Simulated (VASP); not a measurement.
# Si (Amm2) in VASP: single point with PBE

Aim: the single point of Si with PBE.

All numbers are computed with VASP 6.6.1; they aren't measurements. Logs are shortened: lines on timing, memory, paths and dates and some standing lists are left out, and cuts for length are marked.

## Step 1: The cell of the first run

Symmetry: Amm2, No. 38, orthorhombic system. The conventional cell has a = 9.463 Å, b = 9.463 Å, c = 3.861 Å, α = 90.00°, β = 90.00°, γ = 90.00°. Within 3.1 Å of Si (site symmetry m) lie 4 Si at 2.34 to 2.43 Å. Si (site symmetry m) has 4 Si at 2.34 to 2.46 Å within 3.1 Å. Si (site symmetry m) has 4 Si at 2.36 to 2.43 Å within 3.1 Å. Si (site symmetry m) has 4 Si at 2.36 to 2.46 Å within 3.1 Å.

## Step 2: Single point, PBE (atoms displaced along several vibrational modes)

INCAR reads:

```
SYSTEM = Si
PREC = Accurate
ENCUT = 520
EDIFF = 1E-6
ISMEAR = 0
SIGMA = 0.05
LREAL = .False.
LASPH = .True.
NELM = 60
ALGO = Normal
ISIF = 2
LWAVE = .False.
LCHARG = .False.
GGA = PE
NBANDS = 26
```

KPOINTS reads:

```
Automatic mesh
0
Gamma
  10 10 4
  0 0 0
```

POSCAR reads:

```
Si
1.0
    0.0000000000      0.0000000000      3.8608359371
    3.3455832253     -3.3455832253     -1.9304179686
    6.6911664507      6.6911664507      0.0000000000
Si
8
Direct
   -0.0696122485      0.0000000000      0.1786105076
    0.4344083682      0.0000000000      0.6786105076
    0.4344083682      0.0000000000      0.3213894924
   -0.0696122485      0.0000000000      0.8213894924
    0.8669236727      0.6427789847      0.0000000000
    0.4110591923      0.6427789847      0.5000000000
    0.2241446880      0.3572210153      0.0000000000
    0.7682802076      0.3572210153      0.5000000000
```

Potentials or basis: VASP PAW PBE potentials, release 64 (Si).

Command:

```
$ cat potpaw_PBE.64/Si/POTCAR > POTCAR
$ mpirun -np 1 vasp_std > vasp.out
```

OUTCAR:

```text
SYSTEM = Si
   PREC = Accurate
   ENCUT = 520
   EDIFF = 1E-6
   ISMEAR = 0
   LREAL = .False.
   LASPH = .True.
   NELM = 60
   ISIF = 2
   GGA = PE

 ion  position               nearest neighbor table
   1  0.930  0.000  0.179-   3 2.34   3 2.37   7 2.43   5 2.43
   2  0.434  0.000  0.679-   4 2.34   4 2.37   8 2.46   6 2.46
   3  0.434  0.000  0.321-   1 2.34   1 2.37   8 2.46   6 2.46
   4  0.930  0.000  0.821-   2 2.34   2 2.37   7 2.43   5 2.43
   5  0.867  0.643  0.000-   7 2.36   7 2.36   1 2.43   4 2.43
   6  0.411  0.643  0.500-   8 2.36   8 2.36   2 2.46   3 2.46
   7  0.224  0.357  0.000-   5 2.36   5 2.36   4 2.43   1 2.43
   8  0.768  0.357  0.500-   6 2.36   6 2.36   3 2.46   2 2.46

  LATTYP: Found a base centered orthorhombic cell.
 ALAT       =     3.8608359371
 B/A-ratio  =     2.4509558284
 C/A-ratio  =     2.4509558284

  Lattice vectors:

 A1 = (  -3.3455832253,   3.3455832253,   1.9304179686)
 A2 = (   3.3455832253,  -3.3455832253,   1.9304179685)
 A3 = (   6.6911664507,   6.6911664507,   0.0000000000)

Analysis of symmetry for initial positions (statically):
=====================================================================
 Subroutine PRICEL returns:
 Original cell was already a primitive cell.

 Routine SETGRP: Setting up the symmetry group for a
 base centered orthorhombic supercell.

 Subroutine GETGRP returns: Found  4 space group operations
 (whereof  4 operations were pure point group operations)
 out of a pool of  8 trial point group operations.

The static configuration has the point symmetry C_2v.

Analysis of symmetry for dynamics (positions and initial velocities):
=====================================================================
 Subroutine PRICEL returns:
 Original cell was already a primitive cell.

 Routine SETGRP: Setting up the symmetry group for a
 base centered orthorhombic supercell.

 Subroutine GETGRP returns: Found  4 space group operations
 (whereof  4 operations were pure point group operations)
 out of a pool of  8 trial point group operations.

The dynamic configuration has the point symmetry C_2v.

 Subroutine INISYM returns: Found  4 space group operations
 (whereof  4 operations are pure point group operations),
 and found     1 'primitive' translations

[... 102 lines left out ...]
   LSORBIT =      F    spin-orbit coupling
   LASPH  =      T    aspherical Exc in radial PAW
   ENCUT  =  520.0 eV  38.22 Ry    6.18 a.u.   7.18  9.50 17.59*2*pi/ulx,y,z
   NELM   =     60;   NELMIN=  2; NELMDL= -5     # of ELM steps
   EDIFF  = 0.1E-05   stopping-criterion for ELM
   LREAL  =      F    real-space projection
   EDIFFG = 0.1E-04   stopping-criterion for IOM
   NSW    =      0    number of steps for IOM
   IBRION =     -1    ionic relax: 0-MD 1-quasi-New 2-CG
   NFREE  =      0    steps in history (QN), initial steepest desc. (CG)
   ISIF   =      2    stress and relaxation
   ISYM   =      2    0-nonsym 1-usesym 2-fastsym
   POTIM  = 0.5000    time-step for ionic-motion
   TEBEG  =    0.0;   TEEND  =   0.0 temperature during run
   PSTRESS=    0.0 pullay stress
   NELECT =      32.0000    total number of electrons
   NUPDOWN=      -1.0000    fix difference up-down
   EMIN   =  10.00;   EMAX   =-10.00  energy-range for DOS
   EFERMI =   0.00;   METHOD = LEGACY
   ISMEAR =     0;   SIGMA  =   0.05  broadening in eV -4-tet -1-fermi 0-gaus
   EFERMI_NEDOS =   21; number of points for ismear=-14 and -15
   IALGO  =     38    algorithm
   IMIX   =      4    mixing-type and parameters
     AMIX     =   0.40;   BMIX     =  1.00
     AMIX_MAG =   1.60;   BMIX_MAG =  1.00
  volume/ion in A,a.u.               =      21.61       145.81
  Fermi-wavevector in a.u.,A,eV,Ry     =   0.933032  1.763175 11.844531  0.870548
  Thomas-Fermi vector in A             =   2.059691
   LORBIT       =      0    0 simple, 1 ext, 2 COOP (PROOUT), +10 PAW based schemes
   GGA     = PE    functional components
   LHFCALC =     F    Hartree Fock is set to
   AEXX    =    0.0000 exact exchange contribution
   IVDW    =     0    specifies the selected vdW correction
   LEPSILON=     F    determine dielectric tensor
   LRPA    =     F    only Hartree local field effects (RPA)
 non-spin polarized calculation
 Gauss-broadening in eV      SIGMA  =   0.05
  energy-cutoff  :      520.00
  volume of cell :      172.86
 maximum number of plane-waves:      4690
 NGX is ok and might be reduce to    30
   NGX = 15   NGY = 19   NGZ = 35

 number of electron      32.0000002 magnetization

 Free energy of the ion-electron system (eV)
  ---------------------------------------------------
  ext. energy  EPLUGINS =         0.00000000
  ---------------------------------------------------
  free energy    TOTEN  =       -41.87186521 eV

  energy without entropy =      -41.87105009  energy(sigma->0) =      -41.87145765

 E-fermi :   5.4114     XC(G=0):  -9.0823

 val. band max:        5.3929376876   @ k =   0.0000   0.5000   0.2500
 cond. band min:       5.4356127839   @ k =  -0.3000   0.1000   0.0000
 fundamental gap:      0.0426750962
 Fermi energy:         5.4113814517

 k-point     1 :       0.0000    0.0000    0.0000
  band No.  band energies     occupation
      1      -6.5825      2.00000
      2      -5.5714      2.00000
      3      -4.7227      2.00000
      4      -2.5387      2.00000
      5      -0.0874      2.00000
      6      -0.0848      2.00000
[... 685 lines left out ...]
     25       9.3561      0.00000
     26       9.6906      0.00000

 [... further k-points ...]
[... 5 lines left out ...]
  --------------------------------------------------------------------------------------
  -------------------------------------------------------------------------------------
  Total       -2.4405872     -2.4405872     -1.6148810     -0.0340595     -0.0000000      0.0000000
  in kB      -22.6214216    -22.6214216    -14.9680796     -0.3156922     -0.0000000      0.0000000
  external PRESSURE =     -20.0703076 kB  Pullay stress =       0.0000000 kB

 VOLUME and BASIS-vectors are now :
 -----------------------------------------------------------------------------
  energy-cutoff  :      520.00
  volume of cell :      172.86
      direct lattice vectors                 reciprocal lattice vectors
     0.000000000  0.000000000  3.860835937     0.074725387 -0.074725387  0.259011265
     3.345583225 -3.345583225 -1.930417969     0.149450773 -0.149450773  0.000000000
     6.691166451  6.691166451  0.000000000     0.074725387  0.074725387  0.000000000

 POSITION                                       TOTAL-FORCE (eV/Angst)
 -----------------------------------------------------------------------------------
      1.19511      1.19511      3.59207        -0.275404     -0.275404      0.689654
      4.54070      4.54070      1.67718        -0.389179     -0.389179      0.725189
      2.15047      2.15047      1.67718         0.389179      0.389179      0.725189
      5.49605      5.49605      3.59207         0.275404      0.275404      0.689654
      2.15047     -2.15047      2.10622         0.242026     -0.242026     -0.536492
      5.49605      1.19511      0.34620         0.404724     -0.404724     -0.878351
      1.19511     -1.19511      0.17580        -0.242026      0.242026     -0.536492
      4.54070      2.15047      2.27662        -0.404724      0.404724     -0.878351
 -----------------------------------------------------------------------------------
    total drift:                                0.000000     -0.000000      0.000017

  FREE ENERGIE OF THE ION-ELECTRON SYSTEM (eV)
  ---------------------------------------------------
  free  energy   TOTEN  =       -41.8718652094 eV

  energy  without entropy=      -41.8710500863  energy(sigma->0) =      -41.87145765
```

OSZICAR:

```text
N       E                     dE             d eps       ncg     rms          rms(c)
DAV:   1     0.662831350088E+02    0.66283E+02   -0.11836E+04  4836   0.100E+03
DAV:   2    -0.371598044626E+02   -0.10344E+03   -0.95217E+02  6066   0.144E+02
DAV:   3    -0.425272596450E+02   -0.53675E+01   -0.52645E+01  6400   0.300E+01
DAV:   4    -0.426310622459E+02   -0.10380E+00   -0.10346E+00  6086   0.521E+00
DAV:   5    -0.426338101254E+02   -0.27479E-02   -0.27451E-02  6256   0.802E-01    0.901E+00
DAV:   6    -0.420895716965E+02    0.54424E+00   -0.32335E-01  5562   0.214E+00    0.541E+00
DAV:   7    -0.418671049939E+02    0.22247E+00   -0.59875E-01  5598   0.292E+00    0.438E-01
DAV:   8    -0.418701374647E+02   -0.30325E-02   -0.53020E-02  5600   0.102E+00    0.248E-01
DAV:   9    -0.418714904568E+02   -0.13530E-02   -0.30000E-03  6208   0.271E-01    0.134E-01
DAV:  10    -0.418717545724E+02   -0.26412E-03   -0.75165E-04  5424   0.114E-01    0.425E-02
DAV:  11    -0.418718504790E+02   -0.95907E-04   -0.14029E-04  5842   0.564E-02    0.193E-02
DAV:  12    -0.418718643191E+02   -0.13840E-04   -0.18492E-05  5698   0.187E-02    0.480E-03
DAV:  13    -0.418718652094E+02   -0.89033E-06   -0.23416E-06  5336   0.652E-03
   1 F= -.41871865E+02 E0= -.41871458E+02  d E =-.815123E-03
```

stdout:

```text
POSCAR found type information on POSCAR Si
 POSCAR found :  1 types and       8 ions
 scaLAPACK will be used
 LDA part: xc-table for (Slater+PW92), standard interpolation
 POSCAR, INCAR and KPOINTS ok, starting setup
 FFT: planning ... GRIDC
 FFT: planning ... GRID_SOFT
 FFT: planning ... GRID
 WAVECAR not read
 entering main loop
```

Run time: 8.9 min. Hardware: 1 thread of Intel Xeon 8259CL, shared host; peak memory 0.46 GiB.

Results:

```yaml
Free_energy: -41.8719 eV
Pressure: -2.0 GPa
Largest_force: 1.048 eV/Å
Band_gap_on_the_k_mesh: zero (bands 16 and 17 overlap by 0.18 eV)
```

Forces in eV/Å, atoms in the order of the input:
```
Si  -0.275 -0.275  0.690
Si  -0.389 -0.389  0.725
Si   0.389  0.389  0.725
Si   0.275  0.275  0.690
Si   0.242 -0.242 -0.536
Si   0.405 -0.405 -0.878
Si  -0.242  0.242 -0.536
Si  -0.405  0.405 -0.878
```

Caveat: the cell differs from its parent crystal (atoms displaced along several vibrational modes); semilocal functionals underestimate gaps, and a narrow one can read as zero; forces of over 1 eV/Å act on the atoms, so gaps and moduli don't describe the material at rest.

The gap in the log of VASP goes by the Fermi energy; the results here count the filled bands.